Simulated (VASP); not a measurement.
# Al3GaN4 (P-43m) in VASP: single point with r2SCAN

Aim: the single point of Al3GaN4 with r2SCAN.

All numbers are computed with VASP 6.6.1; they aren't measurements. Logs are shortened: lines on timing, memory, paths and dates and some standing lists are left out, and cuts for length are marked.

## 1. The cell of the first run

The structure is cubic, space group P-43m (No. 215). Conventional cell: a = 4.401 Å, b = 4.401 Å, c = 4.401 Å, α = 90.00°, β = 90.00°, γ = 90.00°. Al (site symmetry -42m) has 4 N at 1.89 Å within 2.5 Å. Within 2.6 Å of Ga (site symmetry -43m) lie 4 N at 1.95 Å. N (site symmetry 3m) has 3 Al at 1.89 Å and 1 Ga at 1.95 Å within 2.5 Å.

## 2. Single point, r2SCAN

File POSCAR:

```
Al3GaN4
1.0
    4.4012397301      0.0000000000      0.0000000000
    0.0000000000      4.4012397301      0.0000000000
    0.0000000000      0.0000000000      4.4012397301
Al Ga N
3 1 4
Direct
    0.5000000000      0.5000000000      0.0000000000
    0.5000000000      0.0000000000      0.5000000000
    0.0000000000      0.5000000000      0.5000000000
    0.0000000000      0.0000000000      0.0000000000
    0.7444600747      0.7444600747      0.2555399253
    0.7444600747      0.2555399253      0.7444600747
    0.2555399253      0.7444600747      0.7444600747
    0.2555399253      0.2555399253      0.2555399253
```

File INCAR.step1:

```
ALGO     = Normal         # electronic algorithm
EDIFF    = 1E-4           # SCF threshold, eV
ENCUT    = 520            # plane-wave cutoff, eV
GGA      = PE             # functional
ISMEAR   = 0              # smearing method
LASPH    = T              # aspherical terms in the spheres
LCHARG   = F              # write CHGCAR
LREAL    = F              # projectors in reciprocal space
LWAVE    = T              # write WAVECAR
NBANDS   = 31             # bands
NELM     = 100            # most SCF steps
PREC     = Accurate       # precision mode
SIGMA    = 0.01           # smearing width, eV
```

File INCAR.step2:

```
ALGO     = Normal         # electronic algorithm
EDIFF    = 1E-7           # SCF threshold, eV
ENCUT    = 520            # plane-wave cutoff, eV
ISIF     = 2              # what is computed and relaxed
ISMEAR   = 0              # smearing method
ISTART   = 1            
LASPH    = T              # aspherical terms in the spheres
LCHARG   = F              # write CHGCAR
LMIXTAU  = T            
LREAL    = F              # projectors in reciprocal space
LWAVE    = F              # write WAVECAR
METAGGA  = R2SCAN         # meta-GGA
NBANDS   = 31             # bands
NELM     = 100            # most SCF steps
PREC     = Accurate       # precision mode
SIGMA    = 0.01           # smearing width, eV
```

File KPOINTS:

```
k-points
0
Gamma
  6 6 6
```

Potentials or basis: VASP PAW PBE potentials, release 64 (Al, Ga_d, N).

Started as:

```console
cat potpaw_PBE.64/Al/POTCAR potpaw_PBE.64/Ga_d/POTCAR potpaw_PBE.64/N/POTCAR > POTCAR
cp INCAR.step1 INCAR
mpirun -np 1 vasp_std > vasp.out
cp INCAR.step2 INCAR
mpirun -np 1 vasp_std > vasp.out
```

OUTCAR:

```text
EDIFF = 1E-7
   ENCUT = 520
   ISIF = 2
   ISMEAR = 0
   ISTART = 1
   LASPH = T
   LREAL = F
   METAGGA = R2SCAN
   NELM = 100
   PREC = Accurate

 ion  position               nearest neighbor table
   1  0.500  0.500  0.000-   5 1.89   6 1.89   7 1.89   8 1.89   3 3.11   4 3.11   2 3.11   2 3.11
                             3 3.11   2 3.11   4 3.11   2 3.11   3 3.11   4 3.11   3 3.11   4 3.11
   2  0.500  0.000  0.500-   5 1.89   6 1.89   7 1.89   8 1.89   3 3.11   4 3.11   1 3.11   1 3.11
                             4 3.11   1 3.11   3 3.11   1 3.11   3 3.11   4 3.11   4 3.11   3 3.11
   3  0.000  0.500  0.500-   5 1.89   6 1.89   7 1.89   8 1.89   2 3.11   4 3.11   1 3.11   1 3.11
                             4 3.11   2 3.11   4 3.11   4 3.11   1 3.11   2 3.11   1 3.11   2 3.11
   4  0.000  0.000  0.000-   5 1.95   6 1.95   7 1.95   8 1.95   2 3.11   3 3.11   1 3.11   2 3.11
                             3 3.11   1 3.11   3 3.11   3 3.11   1 3.11   2 3.11   2 3.11   1 3.11
   5  0.744  0.744  0.256-   1 1.89   2 1.89   3 1.89   4 1.95
   6  0.744  0.256  0.744-   1 1.89   2 1.89   3 1.89   4 1.95
   7  0.256  0.744  0.744-   1 1.89   2 1.89   3 1.89   4 1.95
   8  0.256  0.256  0.256-   1 1.89   2 1.89   3 1.89   4 1.95

  LATTYP: Found a simple cubic cell.
 ALAT       =     4.4012397301

  Lattice vectors:

 A1 = (   4.4012397301,   0.0000000000,   0.0000000000)
 A2 = (   0.0000000000,   4.4012397301,   0.0000000000)
 A3 = (   0.0000000000,   0.0000000000,   4.4012397301)

Analysis of symmetry for initial positions (statically):
=====================================================================
 Subroutine PRICEL returns:
 Original cell was already a primitive cell.

 Routine SETGRP: Setting up the symmetry group for a
 simple cubic supercell.

 Subroutine GETGRP returns: Found 24 space group operations
 (whereof 24 operations were pure point group operations)
 out of a pool of 48 trial point group operations.

The static configuration has the point symmetry T_d .

Analysis of symmetry for dynamics (positions and initial velocities):
=====================================================================
 Subroutine PRICEL returns:
 Original cell was already a primitive cell.

 Routine SETGRP: Setting up the symmetry group for a
 simple cubic supercell.

 Subroutine GETGRP returns: Found 24 space group operations
 (whereof 24 operations were pure point group operations)
 out of a pool of 48 trial point group operations.

The dynamic configuration has the point symmetry T_d .

 Subroutine INISYM returns: Found 24 space group operations
 (whereof 24 operations are pure point group operations),
[... 111 lines left out ...]
   POTIM  = 0.5000    time-step for ionic-motion
   TEBEG  =    0.0;   TEEND  =   0.0 temperature during run
   PSTRESS=    0.0 pullay stress
   NELECT =      42.0000    total number of electrons
   NUPDOWN=      -1.0000    fix difference up-down
   EMIN   =  10.00;   EMAX   =-10.00  energy-range for DOS
   EFERMI =   0.00;   METHOD = LEGACY
   ISMEAR =     0;   SIGMA  =   0.01  broadening in eV -4-tet -1-fermi 0-gaus
   EFERMI_NEDOS =   21; number of points for ismear=-14 and -15
   IALGO  =     38    algorithm
   IMIX   =      4    mixing-type and parameters
     AMIX     =   0.40;   BMIX     =  1.00
     AMIX_MAG =   1.60;   BMIX_MAG =  1.00
  volume/ion in A,a.u.               =      10.66        71.92
  Fermi-wavevector in a.u.,A,eV,Ry     =   1.292953  2.443328 22.745250  1.671729
  Thomas-Fermi vector in A             =   2.424629
   LORBIT       =      0    0 simple, 1 ext, 2 COOP (PROOUT), +10 PAW based schemes
   METAGGA = R2SCAN    functional components
   LHFCALC =     F    Hartree Fock is set to
   AEXX    =    0.0000 exact exchange contribution
   IVDW    =     0    specifies the selected vdW correction
   LEPSILON=     F    determine dielectric tensor
   LRPA    =     F    only Hartree local field effects (RPA)
 non-spin polarized calculation
 Gauss-broadening in eV      SIGMA  =   0.01
  energy-cutoff  :      520.00
  volume of cell :       85.26
 maximum number of plane-waves:      2320
 NGX is ok and might be reduce to    36
   NGX = 17   NGY = 17   NGZ = 17

 number of electron      41.9999992 magnetization

 Free energy of the ion-electron system (eV)
  ---------------------------------------------------
  ext. energy  EPLUGINS =         0.00000000
  ---------------------------------------------------
  free energy    TOTEN  =       -79.43714943 eV

  energy without entropy =      -79.43714943  energy(sigma->0) =      -79.43714943

 E-fermi :   5.5664     XC(G=0): -11.7543

 val. band max:        5.4918479965   @ k =   0.0000   0.0000   0.0000
 cond. band min:       9.4929891524   @ k =   0.0000   0.0000   0.0000
 fundamental gap:      4.0011411559
 Fermi energy:         5.5663787976

 k-point     1 :       0.0000    0.0000    0.0000
  band No.  band energies     occupation
      1     -10.4823      2.00000
      2      -8.5687      2.00000
      3      -8.5687      2.00000
      4      -8.5687      2.00000
      5      -7.4670      2.00000
      6      -7.4670      2.00000
[... 669 lines left out ...]
     30      17.0169      0.00000
     31      17.0206      0.00000

------------------------ aborting loop because EDIFF is reached ----------------------------------------

  FORCE on cell =-STRESS in cart. coord.  units (eV):
  Direction    XX          YY          ZZ          XY          YZ          ZX
  --------------------------------------------------------------------------------------
  -------------------------------------------------------------------------------------
  Total       -0.0022007     -0.0022007     -0.0022007      0.0000000      0.0000000     -0.0000000
  in kB       -0.0413568     -0.0413568     -0.0413568      0.0000000      0.0000000     -0.0000000
  external PRESSURE =      -0.0413568 kB  Pullay stress =       0.0000000 kB

 VOLUME and BASIS-vectors are now :
 -----------------------------------------------------------------------------
  energy-cutoff  :      520.00
  volume of cell :       85.26
      direct lattice vectors                 reciprocal lattice vectors
     4.401239730  0.000000000  0.000000000     0.227208710  0.000000000  0.000000000
     0.000000000  4.401239730  0.000000000     0.000000000  0.227208710  0.000000000
     0.000000000  0.000000000  4.401239730     0.000000000  0.000000000  0.227208710

 POSITION                                       TOTAL-FORCE (eV/Angst)
 -----------------------------------------------------------------------------------
      2.20062      2.20062      0.00000         0.000000      0.000000     -0.000000
      2.20062      0.00000      2.20062         0.000000      0.000000     -0.000000
      0.00000      2.20062      2.20062         0.000000      0.000000     -0.000000
      0.00000      0.00000      0.00000         0.000000      0.000000     -0.000000
      3.27655      3.27655      1.12469        -0.043811     -0.043811      0.043811
      3.27655      1.12469      3.27655        -0.043811      0.043811     -0.043811
      1.12469      3.27655      3.27655         0.043811     -0.043811     -0.043811
      1.12469      1.12469      1.12469         0.043811      0.043811      0.043811
 -----------------------------------------------------------------------------------
    total drift:                                0.000000      0.000000      0.000000

  FREE ENERGIE OF THE ION-ELECTRON SYSTEM (eV)
  ---------------------------------------------------
  free  energy   TOTEN  =       -79.4371494259 eV

  energy  without entropy=      -79.4371494259  energy(sigma->0) =      -79.43714943
```

Wall time 2.8 min (1 thread of Intel Xeon Platinum 8375C at 2.90GHz (Ice Lake), shared host); peak memory 0.24 GiB.

Results:

| Quantity | Value |
| --- | --- |
| Free energy | -79.4371 eV |
| Pressure | 0.0 GPa |
| Largest force | 0.076 eV/Å |
| Band gap on the k mesh | 4.00 eV |

Forces on the atoms (eV/Å):
```
Al   0.000  0.000  0.000
Al   0.000  0.000  0.000
Al   0.000  0.000  0.000
Ga   0.000  0.000  0.000
N   -0.044 -0.044  0.044
N   -0.044  0.044 -0.044
N    0.044 -0.044 -0.044
N    0.044  0.044  0.044
```

Levels at points of the mesh, in eV from the valence-band top:
```
           k point  band 18  band 19  band 20  band 21  band 22  band 23  band 24  band 25
(0.00, 0.00, 0.00)    -2.03     0.00     0.00     0.00     4.00     4.00     4.00     4.11
(0.50, 0.00, 0.00)    -1.26    -1.26    -0.95    -0.95     6.27     6.31     6.78     6.78
(0.50, 0.50, 0.00)    -0.88    -0.58    -0.53    -0.53     8.04     8.30     8.30     8.55
(0.50, 0.50, 0.50)    -0.63    -0.36    -0.36    -0.36     6.19     7.80     7.80     7.80
```

Caveat: the PAW data sets were made with another functional, which shifts forces and pressure a little. A k mesh can miss the band edges.
